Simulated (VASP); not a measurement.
# Bi (Fm-3m) in VASP: a series of runs

The runs below take Bi through single point, with PBE.

Everything below comes from runs of VASP 6.6.1. Logs are shortened: lines on timing, memory, paths and dates and some standing lists are left out, and cuts for length are marked.

### Step 1. The cell of the first run

It takes space group Fm-3m (No. 225, cubic). The conventional cell has a = 4.964 Å, b = 4.964 Å, c = 4.964 Å, α = 90.00°, β = 90.00°, γ = 90.00°. Within 4.6 Å of Bi (site symmetry m-3m) lie 12 Bi at 3.51 Å.

### Step 2. Single point, PBE (volume scaled by 0.96)

Contents of INCAR:

```
PREC = Accurate
ENCUT = 520
EDIFF = 1E-6
ISMEAR = -1
SIGMA = 0.1
LREAL = F
LASPH = T
NELM = 80
ALGO = Normal
ISIF = 2
LWAVE = F
LCHARG = F
GGA = PE
NBANDS = 14
```

Contents of KPOINTS:

```
regular mesh
0
Gamma
  12 12 12
```

Contents of POSCAR:

```
Bi
1.0
    0.0000000000      2.4818750096      2.4818750096
    2.4818750096      0.0000000000      2.4818750096
    2.4818750096      2.4818750096      0.0000000000
Bi
1
Direct
    0.0000000000      0.0000000000      0.0000000000
```

Potentials or basis: VASP PAW PBE potentials, release 64 (Bi_d).

Started as:

```console
$ cat potpaw_PBE.64/Bi_d/POTCAR > POTCAR
$ mpirun -np 1 vasp_std > vasp.out
```

OUTCAR:

```text
PREC = Accurate
   ENCUT = 520
   EDIFF = 1E-6
   ISMEAR = -1
   LREAL = F
   LASPH = T
   NELM = 80
   ISIF = 2
   GGA = PE

 ion  position               nearest neighbor table
   1  0.000  0.000  0.000-

  LATTYP: Found a face centered cubic cell.
 ALAT       =     4.9637500192

  Lattice vectors:

 A1 = (   0.0000000000,   2.4818750096,   2.4818750096)
 A2 = (   2.4818750096,   0.0000000000,   2.4818750096)
 A3 = (   2.4818750096,   2.4818750096,   0.0000000000)

Analysis of symmetry for initial positions (statically):
=====================================================================
 Subroutine PRICEL returns:
 Original cell was already a primitive cell.

 Routine SETGRP: Setting up the symmetry group for a
 face centered cubic supercell.

 Subroutine GETGRP returns: Found 48 space group operations
 (whereof 48 operations were pure point group operations)
 out of a pool of 48 trial point group operations.

The static configuration has the point symmetry O_h .

Analysis of symmetry for dynamics (positions and initial velocities):
=====================================================================
 Subroutine PRICEL returns:
 Original cell was already a primitive cell.

 Routine SETGRP: Setting up the symmetry group for a
 face centered cubic supercell.

 Subroutine GETGRP returns: Found 48 space group operations
 (whereof 48 operations were pure point group operations)
 out of a pool of 48 trial point group operations.

The dynamic configuration has the point symmetry O_h .

 Subroutine INISYM returns: Found 48 space group operations
 (whereof 48 operations are pure point group operations),
 and found     1 'primitive' translations

----------------------------------------------------------------------------------------

                                     Primitive cell

  volume of cell :      30.5752

  direct lattice vectors                    reciprocal lattice vectors
     0.000000000  2.481875010  2.481875010    -0.201460588  0.201460588  0.201460588
     2.481875010  0.000000000  2.481875010     0.201460588 -0.201460588  0.201460588
     2.481875010  2.481875010  0.000000000     0.201460588  0.201460588 -0.201460588

  length of vectors
     3.509901299  3.509901299  3.509901299     0.348939975  0.348939975  0.348939975

  position of ions in fractional coordinates (direct lattice)
     0.000000000  0.000000000  0.000000000

  ion indices of the primitive-cell ions
   primitive index   ion index
                 1           1

----------------------------------------------------------------------------------------

 KPOINTS: regular mesh

Automatic generation of k-mesh.
 Grid dimensions read from file:
 generate k-points for:   12   12   12

 Generating k-lattice:

  Cartesian coordinates                     Fractional coordinates (reciprocal lattice)
    -0.016788382  0.016788382  0.016788382     0.083333333  0.000000000  0.000000000
     0.016788382 -0.016788382  0.016788382     0.000000000  0.083333333  0.000000000
     0.016788382  0.016788382 -0.016788382     0.000000000  0.000000000  0.083333333

  Length of vectors
     0.029078331  0.029078331  0.029078331

  Shift w.r.t. Gamma in fractional coordinates (k-lattice)
     0.000000000  0.000000000  0.000000000

 Subroutine IBZKPT returns following result:
 ===========================================

 Found     72 irreducible k-points:

 Following reciprocal coordinates:
            Coordinates               Weight
  0.000000  0.000000  0.000000      1.000000
  0.083333  0.000000  0.000000      8.000000
  0.166667  0.000000  0.000000      8.000000
  0.250000  0.000000  0.000000      8.000000
  0.333333  0.000000  0.000000      8.000000
  0.416667  0.000000  0.000000      8.000000
[... 16 lines left out ...]
  0.500000  0.166667  0.000000     24.000000
 -0.416667  0.166667  0.000000     24.000000
 [... further k-points ...]
   k-points           NKPTS =     72   k-points in BZ     NKDIM =     72   number of bands    NBANDS=     14
   number of dos      NEDOS =    301   number of ions     NIONS =      1
   total plane-waves  NPLWV =  21952
   dimension x,y,z NGX =    28 NGY =   28 NGZ =   28
   dimension x,y,z NGXF=    56 NGYF=   56 NGZF=   56
   ions per type =               1
   NGX,Y,Z   is equivalent  to a cutoff of  13.26, 13.26, 13.26 a.u.
   NGXF,Y,Z  is equivalent  to a cutoff of  26.52, 26.52, 26.52 a.u.
 SYSTEM =  unknown system
   PREC   = accura    normal or accurate (medium, high low for compatibility)
   ISTART =      0    job   : 0-new  1-cont  2-samecut
   ICHARG =      2    charge: 1-file 2-atom 10-const
   ISPIN  =      1    spin polarized calculation?
   LNONCOLLINEAR =      F non collinear calculations
   LSORBIT =      F    spin-orbit coupling
   LASPH  =      T    aspherical Exc in radial PAW
   ENCUT  =  520.0 eV  38.22 Ry    6.18 a.u.   6.53  6.53  6.53*2*pi/ulx,y,z
   NELM   =     80;   NELMIN=  2; NELMDL= -5     # of ELM steps
   EDIFF  = 0.1E-05   stopping-criterion for ELM
   LREAL  =      F    real-space projection
   EDIFFG = 0.1E-04   stopping-criterion for IOM
   NSW    =      0    number of steps for IOM
   IBRION =     -1    ionic relax: 0-MD 1-quasi-New 2-CG
   NFREE  =      0    steps in history (QN), initial steepest desc. (CG)
   ISIF   =      2    stress and relaxation
   ISYM   =      2    0-nonsym 1-usesym 2-fastsym
   POTIM  = 0.5000    time-step for ionic-motion
   TEBEG  =    0.0;   TEEND  =   0.0 temperature during run
   PSTRESS=    0.0 pullay stress
   NELECT =      15.0000    total number of electrons
   NUPDOWN=      -1.0000    fix difference up-down
   EMIN   =  10.00;   EMAX   =-10.00  energy-range for DOS
   EFERMI =   0.00;   METHOD = LEGACY
   ISMEAR =    -1;   SIGMA  =   0.10  broadening in eV -4-tet -1-fermi 0-gaus
   EFERMI_NEDOS =   21; number of points for ismear=-14 and -15
   IALGO  =     38    algorithm
   IMIX   =      4    mixing-type and parameters
     AMIX     =   0.40;   BMIX     =  1.00
     AMIX_MAG =   1.60;   BMIX_MAG =  1.00
  volume/ion in A,a.u.               =      30.58       206.33
  Fermi-wavevector in a.u.,A,eV,Ry     =   1.291166  2.439950 22.682397  1.667109
  Thomas-Fermi vector in A             =   2.422953
   LORBIT       =      0    0 simple, 1 ext, 2 COOP (PROOUT), +10 PAW based schemes
   GGA     = PE    functional components
   LHFCALC =     F    Hartree Fock is set to
   AEXX    =    0.0000 exact exchange contribution
   IVDW    =     0    specifies the selected vdW correction
   LEPSILON=     F    determine dielectric tensor
   LRPA    =     F    only Hartree local field effects (RPA)
 non-spin polarized calculation
  energy-cutoff  :      520.00
  volume of cell :       30.58
 maximum number of plane-waves:       869
 NGX is ok and might be reduce to    28
   NGX = 13   NGY = 13   NGZ = 13

 number of electron      15.0000004 magnetization

 Free energy of the ion-electron system (eV)
  ---------------------------------------------------
  ext. energy  EPLUGINS =         0.00000000
  ---------------------------------------------------
  free energy    TOTEN  =        -3.71050112 eV

  energy without entropy =       -3.68886117  energy(sigma->0) =       -3.69968114

 E-fermi :   8.2626     XC(G=0): -10.3810

 val. band max:        8.2146406350   @ k =   0.2500   0.2500   0.0000
 cond. band min:       8.2800732447   @ k =  -0.1667   0.2500   0.0833
 fundamental gap:      0.0654326097
 Fermi energy:         8.2626304693

 k-point     1 :       0.0000    0.0000    0.0000
  band No.  band energies     occupation
      1     -14.8919      2.00000
      2     -14.8919      2.00000
      3     -14.8919      2.00000
      4     -14.8171      2.00000
      5     -14.8171      2.00000
      6      -5.5066      2.00000
      7      13.2888      0.00000
      8      13.2888      0.00000
      9      13.2888      0.00000
     10      17.2776      0.00000
     11      17.2779      0.00000
     12      19.1204      0.00000
     13      19.1204      0.00000
     14      19.1204      0.00000

 k-point     2 :       0.0833    0.0000    0.0000
  band No.  band energies     occupation
      1     -14.8910      2.00000
      2     -14.8863      2.00000
      3     -14.8863      2.00000
      4     -14.8171      2.00000
      5     -14.8171      2.00000
      6      -5.3841      2.00000
      7      11.9042      0.00000
      8      13.1429      0.00000
      9      13.1429      0.00000
     10      16.7396      0.00000
     11      18.1373      0.00000
     12      19.3785      0.00000
     13      19.3785      0.00000
     14      20.5654      0.00000

 k-point     3 :       0.1667    0.0000    0.0000
  band No.  band energies     occupation
      1     -14.8890      2.00000
      2     -14.8753      2.00000
      3     -14.8753      2.00000
      4     -14.8125      2.00000
      5     -14.8125      2.00000
      6      -5.0210      2.00000
      7       9.5053      0.00001
      8      12.7860      0.00000
      9      12.7860      0.00000
     10      16.1549      0.00000
     11      19.5582      0.00000
     12      19.7475      0.00000
     13      19.7475      0.00000
     14      19.8356      0.00000
[... 324 lines left out ...]
 k-point    23 :       0.5000    0.1667    0.0000
  band No.  band energies     occupation
      1     -14.9004      2.00000
      2     -14.8582      2.00000
      3     -14.8473      2.00000
      4     -14.7739      2.00000
      5     -14.7368      2.00000
      6      -2.3965      2.00000
      7       3.5782      2.00000
      8       9.0120      0.00111
      9      10.5881      0.00000
     10      14.6707      0.00000
     11      18.7037      0.00000
     12      19.8327      0.00000
     13      21.0786      0.00000
     14      21.7070      0.00000

 k-point    24 :      -0.4167    0.1667    0.0000
  band No.  band energies     occupation
      1     -14.8941      2.00000
      2     -14.8572      2.00000
      3     -14.8503      2.00000
      4     -14.7640      2.00000
      5     -14.7484      2.00000
      6      -2.2860      2.00000
      7       3.3997      2.00000
      8       8.6087      0.06089
      9      10.9622      0.00000
     10      14.9220      0.00000
     11      18.3814      0.00000
     12      19.4163      0.00000
     13      21.9855      0.00000
     14      23.0815      0.00000

 [... further k-points ...]
[... 5 lines left out ...]
  --------------------------------------------------------------------------------------
  -------------------------------------------------------------------------------------
  Total        0.3877990      0.3877990      0.3877990      0.0000000     -0.0000000      0.0000000
  in kB       20.3211153     20.3211153     20.3211153      0.0000000     -0.0000000      0.0000000
  external PRESSURE =      20.3211153 kB  Pullay stress =       0.0000000 kB

 VOLUME and BASIS-vectors are now :
 -----------------------------------------------------------------------------
  energy-cutoff  :      520.00
  volume of cell :       30.58
      direct lattice vectors                 reciprocal lattice vectors
     0.000000000  2.481875010  2.481875010    -0.201460588  0.201460588  0.201460588
     2.481875010  0.000000000  2.481875010     0.201460588 -0.201460588  0.201460588
     2.481875010  2.481875010  0.000000000     0.201460588  0.201460588 -0.201460588

 POSITION                                       TOTAL-FORCE (eV/Angst)
 -----------------------------------------------------------------------------------
      0.00000      0.00000      0.00000        -0.000000     -0.000000     -0.000000
 -----------------------------------------------------------------------------------
    total drift:                               -0.000000     -0.000000     -0.000000

  FREE ENERGIE OF THE ION-ELECTRON SYSTEM (eV)
  ---------------------------------------------------
  free  energy   TOTEN  =        -3.7105011193 eV

  energy  without entropy=       -3.6888611700  energy(sigma->0) =       -3.69968114
```

Run time: 17 s. Hardware: 1 thread of Intel Xeon Platinum 8488C (Sapphire Rapids), shared host; peak memory 0.17 GiB.

What came out:

```
Free energy : -3.7105 eV
Pressure    : 2.0 GPa
```

Levels at points of the mesh, in eV from the Fermi level:
```csv
k point,band 4,band 5,band 6,band 7,band 8,band 9,band 10,band 11
"(0.00, 0.00, 0.00)",-23.08,-23.08,-13.77,5.03,5.03,5.03,9.01,9.02
"(0.50, 0.00, 0.00)",-23.00,-23.00,-10.82,-5.44,3.40,3.40,7.43,8.55
"(0.50, 0.50, 0.00)",-22.98,-22.98,-9.68,-4.61,0.32,0.32,4.02,5.22
```

Caveat: spin-orbit coupling is left out, which moves the levels of the heavy elements.

[end of part 1 of 2]
